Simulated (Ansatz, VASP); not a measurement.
ZnO in VASP and in Ansatz

```
CELL_PARAMETERS angstrom
3.27972 0.00000 0.00000
-1.63986 2.84032 0.00000
0.00000 0.00000 4.92322
ATOMIC_POSITIONS crystal
Zn 0.33333 0.66667 0.00350
Zn 0.66667 0.33333 0.50350
O 0.33333 0.66667 0.37236
O 0.66667 0.33333 0.87236
```

Change from the starting cell: mode 7 frozen in at -0.044 Å, normal strain along z -0.0700.

Alike in both runs: task single point; functional PBE; k mesh 9 × 9 × 6; occupations gaussian, width 0.05 eV; no spin polarisation.

|  | VASP | Ansatz |
| --- | --- | --- |
| version | VASP 6.6.1 | Ansatz 0.2.0 |
| potentials or method | VASP PAW PBE potentials, release 64 (Zn, O), cutoff 520 eV | scalar-relativistic, plane waves, PAW |
| valence electrons in the cell | 36 | 36 |

|  | VASP | Ansatz | Ansatz less VASP |
| --- | --- | --- | --- |
| gap on the k mesh at the Fermi level (eV) | 0.82 | 0.84 | +0.014 |
| least direct gap on the mesh (eV) | 0.82 | 0.84 | +0.014 |
| pressure (GPa) | 15.1 | 14.1 | -1.03 |
| traceless stress, the component that is largest in VASP (GPa) | 20.96 | 20.18 | -0.785 |
| rms of the force components (eV/Å) | 1.060 | 1.014 | -0.0459 |

Atom by atom the forces differ by 0.046 eV/Å (rms over components).
